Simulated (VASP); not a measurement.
# NaCl (Pm-3m) in VASP: settings compared

Aim: see how the results for NaCl move with the level of theory and the settings. Levels: LDA, PBEsol, r2SCAN. Tasks: relaxation of cell and atoms, single point.

All numbers are computed with VASP 6.6.1; they aren't measurements. Logs are shortened: lines on timing, memory, paths and dates and some standing lists are left out, and cuts for length are marked.

**1. The cell of the first run**

The structure is cubic, space group Pm-3m (No. 221). Conventional cell: a = 3.502 Å, b = 3.502 Å, c = 3.502 Å, α = 90.00°, β = 90.00°, γ = 90.00°. Within 4.0 Å of Cl (site symmetry m-3m) lie 8 Na at 3.03 Å and 6 Cl at 3.50 Å. Within 4.0 Å of Na (site symmetry m-3m) lie 8 Cl at 3.03 Å and 6 Na at 3.50 Å.

**2. Relaxation of cell and atoms, LDA**

Input file INCAR:

```
SYSTEM = NaCl
ALGO = Normal ; EDIFF = 1E-6
EDIFFG = -0.005 ; ENCUT = 600
IBRION = 2 ; ISIF = 3
ISMEAR = -1 ; LASPH = .TRUE.
LCHARG = .FALSE. ; LREAL = .FALSE.
LWAVE = .FALSE. ; NELM = 60
NSW = 80 ; PREC = Accurate
SIGMA = 0.05
```

Input file KPOINTS:

```
k-points
0
G
  8 8 8
  0 0 0
```

Input file POSCAR:

```
NaCl
1.0
    3.5021900000      0.0000000000      0.0000000000
    0.0000000000      3.5021900000      0.0000000000
    0.0000000000      0.0000000000      3.5021900000
Cl Na
1 1
Direct
    0.5000000000      0.5000000000      0.5000000000
    0.0000000000      0.0000000000      0.0000000000
```

Potentials or basis: VASP PAW LDA potentials, release 64 (Cl, Na_pv).

On the command line:

```sh
> cat potpaw_LDA.64/Cl/POTCAR potpaw_LDA.64/Na_pv/POTCAR > POTCAR
> mpirun -np 1 vasp_std > vasp.out
```

OUTCAR:

```text
SYSTEM = NaCl
   EDIFF = 1E-6
   EDIFFG = -0.005
   ENCUT = 600
   IBRION = 2
   ISIF = 3
   ISMEAR = -1
   LASPH = .TRUE.
   LREAL = .FALSE.
   NELM = 60
   NSW = 80
   PREC = Accurate

 ion  position               nearest neighbor table
   1  0.500  0.500  0.500-
   2  0.000  0.000  0.000-

  LATTYP: Found a simple cubic cell.
 ALAT       =     3.5021900000

  Lattice vectors:

 A1 = (   3.5021900000,   0.0000000000,   0.0000000000)
 A2 = (   0.0000000000,   3.5021900000,   0.0000000000)
 A3 = (   0.0000000000,   0.0000000000,   3.5021900000)

Analysis of symmetry for initial positions (statically):
=====================================================================
 Subroutine PRICEL returns:
 Original cell was already a primitive cell.

 Routine SETGRP: Setting up the symmetry group for a
 simple cubic supercell.

 Subroutine GETGRP returns: Found 48 space group operations
 (whereof 48 operations were pure point group operations)
 out of a pool of 48 trial point group operations.

The static configuration has the point symmetry O_h .

Analysis of symmetry for dynamics (positions and initial velocities):
=====================================================================
 Subroutine PRICEL returns:
 Original cell was already a primitive cell.

 Routine SETGRP: Setting up the symmetry group for a
 simple cubic supercell.

 Subroutine GETGRP returns: Found 48 space group operations
 (whereof 48 operations were pure point group operations)
 out of a pool of 48 trial point group operations.

The dynamic configuration has the point symmetry O_h .

 Subroutine INISYM returns: Found 48 space group operations
 (whereof 48 operations are pure point group operations),
 and found     1 'primitive' translations

----------------------------------------------------------------------------------------

                                     Primitive cell

  volume of cell :      42.9555

  direct lattice vectors                    reciprocal lattice vectors
     3.502190000  0.000000000  0.000000000     0.285535622  0.000000000  0.000000000
     0.000000000  3.502190000  0.000000000     0.000000000  0.285535622  0.000000000
     0.000000000  0.000000000  3.502190000     0.000000000  0.000000000  0.285535622

  length of vectors
     3.502190000  3.502190000  3.502190000     0.285535622  0.285535622  0.285535622

  position of ions in fractional coordinates (direct lattice)
     0.500000000  0.500000000  0.500000000
     0.000000000  0.000000000  0.000000000

  ion indices of the primitive-cell ions
   primitive index   ion index
                 1           1
                 2           2

----------------------------------------------------------------------------------------

 KPOINTS: k-points

Automatic generation of k-mesh.
 Grid dimensions read from file:
 generate k-points for:    8    8    8

 Generating k-lattice:

  Cartesian coordinates                     Fractional coordinates (reciprocal lattice)
     0.035691953  0.000000000  0.000000000     0.125000000  0.000000000  0.000000000
     0.000000000  0.035691953  0.000000000     0.000000000  0.125000000  0.000000000
     0.000000000  0.000000000  0.035691953     0.000000000  0.000000000  0.125000000

  Length of vectors
     0.035691953  0.035691953  0.035691953

  Shift w.r.t. Gamma in fractional coordinates (k-lattice)
     0.000000000  0.000000000  0.000000000

 Subroutine IBZKPT returns following result:
 ===========================================

 Found     35 irreducible k-points:

 Following reciprocal coordinates:
            Coordinates               Weight
  0.000000  0.000000  0.000000      1.000000
  0.125000  0.000000  0.000000      6.000000
  0.250000  0.000000  0.000000      6.000000
  0.375000  0.000000  0.000000      6.000000
  0.500000  0.000000  0.000000      3.000000
  0.125000  0.125000  0.000000     12.000000
[... 16 lines left out ...]
  0.375000  0.375000  0.125000     24.000000
  0.500000  0.375000  0.125000     24.000000
 [... further k-points ...]
   k-points           NKPTS =     35   k-points in BZ     NKDIM =     35   number of bands    NBANDS=     11
   number of dos      NEDOS =    301   number of ions     NIONS =      2
   total plane-waves  NPLWV =  21952
   dimension x,y,z NGX =    28 NGY =   28 NGZ =   28
   dimension x,y,z NGXF=    56 NGYF=   56 NGZF=   56
   ions per type =               1   1
   NGX,Y,Z   is equivalent  to a cutoff of  13.29, 13.29, 13.29 a.u.
   NGXF,Y,Z  is equivalent  to a cutoff of  26.58, 26.58, 26.58 a.u.
 SYSTEM =  NaCl
   PREC   = accura    normal or accurate (medium, high low for compatibility)
   ISTART =      0    job   : 0-new  1-cont  2-samecut
   ICHARG =      2    charge: 1-file 2-atom 10-const
   ISPIN  =      1    spin polarized calculation?
   LNONCOLLINEAR =      F non collinear calculations
   LSORBIT =      F    spin-orbit coupling
   LASPH  =      T    aspherical Exc in radial PAW
   ENCUT  =  600.0 eV  44.10 Ry    6.64 a.u.   6.99  6.99  6.99*2*pi/ulx,y,z
   NELM   =     60;   NELMIN=  2; NELMDL= -5     # of ELM steps
   EDIFF  = 0.1E-05   stopping-criterion for ELM
   LREAL  =      F    real-space projection
   EDIFFG = -.5E-02   stopping-criterion for IOM
   NSW    =     80    number of steps for IOM
   IBRION =      2    ionic relax: 0-MD 1-quasi-New 2-CG
   NFREE  =      1    steps in history (QN), initial steepest desc. (CG)
   ISIF   =      3    stress and relaxation
   ISYM   =      2    0-nonsym 1-usesym 2-fastsym
   POTIM  = 0.5000    time-step for ionic-motion
   TEBEG  =    0.0;   TEEND  =   0.0 temperature during run
   PSTRESS=    0.0 pullay stress
   NELECT =      14.0000    total number of electrons
   NUPDOWN=      -1.0000    fix difference up-down
   EMIN   =  10.00;   EMAX   =-10.00  energy-range for DOS
   EFERMI =   0.00;   METHOD = LEGACY
   ISMEAR =    -1;   SIGMA  =   0.05  broadening in eV -4-tet -1-fermi 0-gaus
   EFERMI_NEDOS =   21; number of points for ismear=-14 and -15
   IALGO  =     38    algorithm
   IMIX   =      4    mixing-type and parameters
     AMIX     =   0.40;   BMIX     =  1.00
     AMIX_MAG =   1.60;   BMIX_MAG =  1.00
  volume/ion in A,a.u.               =      21.48       144.94
  Fermi-wavevector in a.u.,A,eV,Ry     =   1.126621  2.129005 17.269530  1.269275
  Thomas-Fermi vector in A             =   2.263304
   LORBIT       =      0    0 simple, 1 ext, 2 COOP (PROOUT), +10 PAW based schemes
   GGA     = CA    functional components
   LHFCALC =     F    Hartree Fock is set to
   AEXX    =    0.0000 exact exchange contribution
   IVDW    =     0    specifies the selected vdW correction
   LEPSILON=     F    determine dielectric tensor
   LRPA    =     F    only Hartree local field effects (RPA)
 conjugate gradient relaxation of ions
 non-spin polarized calculation
  energy-cutoff  :      600.00
  volume of cell :       42.96
 maximum number of plane-waves:      1472
 NGX is ok and might be reduce to    28
   NGX = 13   NGY = 13   NGZ = 13

--------------------------------------- Ionic step        1  -------------------------------------------

 number of electron      13.9999992 magnetization

 Free energy of the ion-electron system (eV)
  ---------------------------------------------------
  ext. energy  EPLUGINS =         0.00000000
  ---------------------------------------------------
  free energy    TOTEN  =        -7.07245325 eV

  energy without entropy =       -7.07245325  energy(sigma->0) =       -7.07245325

------------------------ aborting loop because EDIFF is reached ----------------------------------------

  FORCE on cell =-STRESS in cart. coord.  units (eV):
  Direction    XX          YY          ZZ          XY          YZ          ZX
  --------------------------------------------------------------------------------------
  -------------------------------------------------------------------------------------
  Total       -0.8287035     -0.8287035     -0.8287035      0.0000000      0.0000000     -0.0000000
  in kB      -30.9094068    -30.9094068    -30.9094068      0.0000000      0.0000000     -0.0000000
  external PRESSURE =     -30.9094068 kB  Pullay stress =       0.0000000 kB
[... 89 lines left out ...]
  FREE ENERGIE OF THE ION-ELECTRON SYSTEM (eV)
  ---------------------------------------------------
  free  energy   TOTEN  =        -7.1192528290 eV

  energy  without entropy=       -7.1192528289  energy(sigma->0) =       -7.11925283

[... ionic steps 4 to 13 ...]

--------------------------------------- Ionic step       14  -------------------------------------------

 number of electron      14.0000013 magnetization

------------------------ aborting loop because EDIFF is reached ----------------------------------------

  FORCE on cell =-STRESS in cart. coord.  units (eV):
  Direction    XX          YY          ZZ          XY          YZ          ZX
  --------------------------------------------------------------------------------------
  -------------------------------------------------------------------------------------
  Total       -0.0139459     -0.0139459     -0.0139459     -0.0000000      0.0000000     -0.0000000
  in kB       -0.5835524     -0.5835524     -0.5835524     -0.0000000      0.0000000     -0.0000000
  external PRESSURE =      -0.5835524 kB  Pullay stress =       0.0000000 kB
[... 57 lines left out ...]
  energy  without entropy=       -7.1232689102  energy(sigma->0) =       -7.12326891

--------------------------------------- Ionic step       16  -------------------------------------------

 number of electron      14.0000013 magnetization

 Free energy of the ion-electron system (eV)
  ---------------------------------------------------
  ext. energy  EPLUGINS =         0.00000000
  ---------------------------------------------------
  free energy    TOTEN  =        -7.12327048 eV

  energy without entropy =       -7.12327048  energy(sigma->0) =       -7.12327048

 E-fermi :   2.2030     XC(G=0):  -9.4698

 val. band max:        1.0835184681   @ k =   0.5000   0.5000   0.0000
 cond. band min:       5.0933746302   @ k =   0.0000   0.0000   0.0000
 fundamental gap:      4.0098561621
 Fermi energy:         2.2029947616

 k-point     1 :       0.0000    0.0000    0.0000
  band No.  band energies     occupation
      1     -20.8508      2.00000
      2     -20.8508      2.00000
      3     -20.8508      2.00000
      4     -12.6758      2.00000
      5       0.4702      2.00000
      6       0.4702      2.00000
      7       0.4702      2.00000
      8       5.0934      0.00000
      9       9.2069      0.00000
     10       9.2069      0.00000
     11      17.4469      0.00000
[... 309 lines left out ...]
 k-point    24 :       0.5000    0.3750    0.1250
  band No.  band energies     occupation
      1     -20.9032      2.00000
      2     -20.8926      2.00000
      3     -20.8480      2.00000
      4     -11.8165      2.00000
      5      -1.7618      2.00000
      6      -1.3366      2.00000
      7       0.6131      2.00000
      8       6.8470      0.00000
      9      10.6024      0.00000
     10      10.8418      0.00000
     11      12.1929      0.00000

 [... further k-points ...]
[... 5 lines left out ...]
  --------------------------------------------------------------------------------------
  -------------------------------------------------------------------------------------
  Total       -0.0059196     -0.0059196     -0.0059196     -0.0000000     -0.0000000      0.0000000
  in kB       -0.2477637     -0.2477637     -0.2477637     -0.0000000     -0.0000000      0.0000000
  external PRESSURE =      -0.2477637 kB  Pullay stress =       0.0000000 kB
[... 17 lines left out ...]
  FREE ENERGIE OF THE ION-ELECTRON SYSTEM (eV)
  ---------------------------------------------------
  free  energy   TOTEN  =        -7.1232704837 eV

  energy  without entropy=       -7.1232704837  energy(sigma->0) =       -7.12327048

 reached required accuracy - stopping structural energy minimisation
```

Run time: 54 s. Hardware: 1 thread of Intel Xeon 6975P-C, shared host; peak memory 0.15 GiB.

What came out:

```
Free energy                            : -7.1233 eV
Relaxed volume                         : 19.14 Å³/atom
Relaxed cell                           : a = 3.370 Å, b = 3.370 Å, c = 3.370 Å, α = 90.00°, β = 90.00°, γ = 90.00°
Space group after relaxing (to 0.05 Å) : Pm-3m (No. 221)
Energy gained by relaxing              : 25.4 meV/atom
Ionic steps                            : 16
Pressure after relaxing                : 0.0 GPa
Band gap on the k mesh                 : 4.01 eV, indirect (least direct gap 4.62 eV)
```

The path:
```
step  energy change (eV)  largest force (eV/Å)  pressure (GPa)  volume (Å³)
   1              0.0000                0.0000           -3.09        42.96
   2             -0.0385                0.0000           -1.82        40.43
   3             -0.0468                0.0000            0.99        37.09
   4             -0.0508                0.0000            0.10        38.18
   5             -0.0508                0.0000           -0.07        38.30
   6             -0.0508                0.0000           -0.06        38.30
   7             -0.0508                0.0000           -0.08        38.29
   8             -0.0508                0.0000           -0.04        38.29
   9             -0.0508                0.0000           -0.05        38.29
  10             -0.0508                0.0000           -0.05        38.29
  11             -0.0508                0.0000           -0.05        38.29
  12             -0.0508                0.0000           -0.05        38.29
  13             -0.0508                0.0000           -0.05        38.29
  14             -0.0508                0.0000           -0.06        38.29
  15             -0.0508                0.0000           -0.07        38.29
  16             -0.0508                0.0000           -0.02        38.28
```

Final structure:
```xyz
2
Lattice="3.3702 0.0000 0.0000 0.0000 3.3702 0.0000 0.0000 0.0000 3.3702" Properties=species:S:1:pos:R:3 pbc="T T T"
Cl    1.6851    1.6851    1.6851
Na    0.0000    0.0000    3.3702
```

A k mesh can miss the band edges. LDA gaps usually lie below the measured ones, often by a third to a half.

**3. Single point, PBEsol**

This run uses another cell than the first one, of 22.34 Å³/atom, 1.040 times its volume.

Input file INCAR:

```
ALGO = Normal
EDIFF = 1E-6
ENCUT = 520
GGA = PS
ISIF = 2
ISMEAR = -1
LASPH = True
LCHARG = False
LREAL = False
LWAVE = False
NBANDS = 14
NELM = 60
PREC = Accurate
SIGMA = 0.05
```

Input file KPOINTS:

```
k-points
0
Gamma
  8 8 8
```

Input file POSCAR:

```
NaCl
1.0
    3.5482767325      0.0000000000      0.0000000000
    0.0000000000      3.5482767325      0.0000000000
    0.0000000000      0.0000000000      3.5482767325
Cl Na
1 1
Direct
    0.5000000000      0.5000000000      0.5000000000
    0.0000000000      0.0000000000      0.0000000000
```

Potentials or basis: VASP PAW PBE potentials, release 64 (Cl, Na_pv).

On the command line:

```sh
> cat potpaw_PBE.64/Cl/POTCAR potpaw_PBE.64/Na_pv/POTCAR > POTCAR
> mpirun -np 1 vasp_std > vasp.out
```

It took 28 s on 1 thread of Intel Xeon 8259CL, shared host; peak memory 0.16 GiB.

Results (log left out):

```
Free energy            : -6.7056 eV
Pressure               : -2.0 GPa
Band gap on the k mesh : 3.72 eV, indirect (least direct gap 4.19 eV)
```

Levels at points of the mesh, in eV from the valence-band top:
```csv
k point,band 3,band 4,band 5,band 6,band 7,band 8,band 9,band 10,band 11,band 12
"(0.00, 0.00, 0.00)",-21.93,-13.24,-0.47,-0.47,-0.47,3.72,8.45,8.45,15.23,15.23
"(0.50, 0.00, 0.00)",-21.92,-12.91,-2.83,-0.24,-0.24,6.62,8.23,10.39,11.67,11.67
"(0.50, 0.50, 0.00)",-21.92,-12.66,-2.17,-2.17,0.00,5.43,9.64,10.62,10.62,12.47
"(0.50, 0.50, 0.50)",-21.95,-12.41,-1.76,-1.76,-1.76,6.97,6.97,6.97,11.37,15.35
```

Caveat: the PAW data sets were made with another functional, which shifts forces and pressure a little. A k mesh can miss the band edges.

**4. Single point, PBEsol**

This run uses another cell than the first one, of 22.77 Å³/atom, 1.060 times its volume.

Input file INCAR:

```
SYSTEM = NaCl
ALGO = Normal
EDIFF = 1E-6
ENCUT = 520
GGA = PS
ISIF = 2
ISMEAR = -1
LASPH = .True.
LCHARG = .False.
LREAL = .False.
LWAVE = .False.
NBANDS = 14
NELM = 80
PREC = Accurate
SIGMA = 0.05
```

Input file KPOINTS:

```
k-points
0
Gamma
  8 8 8
  0 0 0
```

Input file POSCAR:

```
NaCl
1.0
    3.5708778306      0.0000000000      0.0000000000
    0.0000000000      3.5708778306      0.0000000000
    0.0000000000      0.0000000000      3.5708778306
Cl Na
1 1
Direct
    0.5000000000      0.5000000000      0.5000000000
    0.0000000000      0.0000000000      0.0000000000
```

On the command line:

```sh
> cat potpaw_PBE.64/Cl/POTCAR potpaw_PBE.64/Na_pv/POTCAR > POTCAR
> mpirun -np 1 vasp_std > vasp.out
```

Wall time 26 s (1 thread of Intel Xeon 8259CL, shared host); peak memory 0.16 GiB.

It converged, with:

```
Free energy            : -6.6939 eV
Pressure               : -2.4 GPa
Band gap on the k mesh : 3.66 eV, indirect (least direct gap 4.12 eV)
```

Levels at points of the mesh, in eV from the valence-band top:
```tsv
k point	band 3	band 4	band 5	band 6	band 7	band 8	band 9	band 10	band 11	band 12
(0.00, 0.00, 0.00)	-21.95	-13.18	-0.45	-0.45	-0.45	3.66	8.46	8.46	15.05	15.05
(0.50, 0.00, 0.00)	-21.95	-12.87	-2.75	-0.23	-0.23	6.57	8.11	10.39	11.62	11.62
(0.50, 0.50, 0.00)	-21.95	-12.63	-2.11	-2.11	0.00	5.43	9.60	10.50	10.50	12.43
(0.50, 0.50, 0.50)	-21.97	-12.39	-1.71	-1.71	-1.71	6.96	6.96	6.96	11.22	15.18
```

Caveat: the PAW data sets were made with another functional, which shifts forces and pressure a little. A k mesh can miss the band edges.

[end of part 1 of 2]
